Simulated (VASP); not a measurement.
Runs of VASP 6.6.1 on BiTe. The structure is that of space group Fm-3m (No. 225), or close to it. The cells are those of the table. 

```tsv
task	spin	cell	k mesh	cutoff (eV)	smearing	gap on the mesh (eV)	pressure (GPa)	moment (μB)	relaxed volume (Å³/atom)
single point	off	a = 4.491 Å, angles 60.0°, 2 atoms	9 × 9 × 9	520	fermi-dirac 0.05 eV	none	0.0	-	-
single point	collinear	a = 4.491 Å, angles 60.0°, 2 atoms	9 × 9 × 9	520	methfessel-paxton 0.01 eV	none	0.1	0.06	-
relaxation of cell and atoms	collinear	relaxed from a = 4.507 Å, angles 60.0°, 2 atoms	9 × 9 × 9	600	methfessel-paxton 0.01 eV	none	0.0	0.06	32.07
relaxation of cell and atoms	off	relaxed from a = 4.507 Å, angles 60.0°, 2 atoms	11 × 11 × 11	600	fermi-dirac 0.05 eV	none	0.0	-	32.05
relaxation of cell and atoms	off	relaxed from a = 4.507 Å, angles 60.0°, 2 atoms	9 × 9 × 9	600	fermi-dirac 0.05 eV	none	0.0	-	(a)
single point	off	a = 4.490 Å, angles 60.0°, 2 atoms	11 × 11 × 11	520	fermi-dirac 0.05 eV	none	0.1	-	-
```

Alike in all rows: level LDA; potentials or basis VASP PAW LDA potentials, release 64 (Bi_d, Te).

Estimate the missing entries.

(a) 32.06.

Caveats: spin-orbit coupling is left out, which moves the levels of the heavy elements; an odd number of electrons without spin polarisation forces a metal (at least some runs); a magnetic or distorted state may lie lower (at least some runs).

A k mesh can miss the band edges, and the runs leave out spin-orbit coupling on Bi, Te.

A gap of «none» marks levels without a gap at the run's occupations.
